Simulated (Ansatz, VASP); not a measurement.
**Two plane-wave programs on Ni**

File INCAR:

```
PREC = Accurate
ENCUT = 600
EDIFF = 1E-7
ISMEAR = 1
SIGMA = 0.1
LREAL = F
LASPH = T
NELM = 150
ALGO = Fast
ISIF = 3
LWAVE = F
LCHARG = F
ISPIN = 2
MAGMOM = 0.65
LORBIT = 11
LMAXMIX = 4
GGA = PE
IBRION = 2
NSW = 80
EDIFFG = -0.005
```

KPOINTS

```
Automatic mesh
0
Gamma
  24 24 24
```

Contents of POSCAR:

```
Ni
1.0
    0.0000000000      1.7600000000      1.7600000000
    1.7600000000      0.0000000000      1.7600000000
    1.7600000000      1.7600000000      0.0000000000
Ni
1
Direct
    0.0000000000      0.0000000000      0.0000000000
```

Input for Ansatz:

```yaml
crystal:
  lattice:
    - [0.0, 1.76, 1.76]
    - [1.76, 0.0, 1.76]
    - [1.76, 1.76, 0.0]
  atoms:
    - { symbol: Ni, position: [0.0, 0.0, 0.0], spin: 0.65 }
magnetization:
  spin_polarized: true
scf:
  occupations: { method: methfessel_paxton, width: 0.1 }
output:
  forces: true
  stress: true
  eigenvalues: true
  populations: true
hamiltonian:
  xc: pbe
kpoints:
  mp_grid: { grid: [24, 24, 24] }
relax:
  f_tol: 0.005
  adjacent_minimum: "off"
  cell: { stress_tol: 0.02 }
```

Alike in both runs: task relaxation of cell and atoms; functional PBE; k mesh 24 × 24 × 24; occupations methfessel-paxton of order 1, width 0.1 eV; collinear spin.

|  | VASP | Ansatz |
| --- | --- | --- |
| version | VASP 6.6.1 | Ansatz 0.2.0 |
| potentials or method | VASP PAW PBE potentials, release 64 (Ni) | scalar-relativistic, plane waves, PAW |
| plane-wave cutoff (eV) | 600 | 420 |
| valence electrons in the cell | 10 | 18 |

```tsv
	VASP	Ansatz	Ansatz less VASP
gap on the k mesh at the Fermi level, each at its own relaxed structure (eV)	none	none	-
net moment per atom (μB)	0.65	0.66	+0.014
size of the moment on the site where the two differ most (μB)	0.66	0.70	+0.041
relaxed volume (Å³/atom)	10.88	10.89	+0.010
relaxed length of the cell vector where the two differ most in proportion (Å)	2.488	2.488	+0.0008
```

Site moments also hang on the region over which each program counts them. A gap of «none» marks a metal or a gap that the smearing closes. VASP's potentials hold 10 valence electrons a cell and Ansatz's 18, so a difference there can come from the potentials and not from the codes.
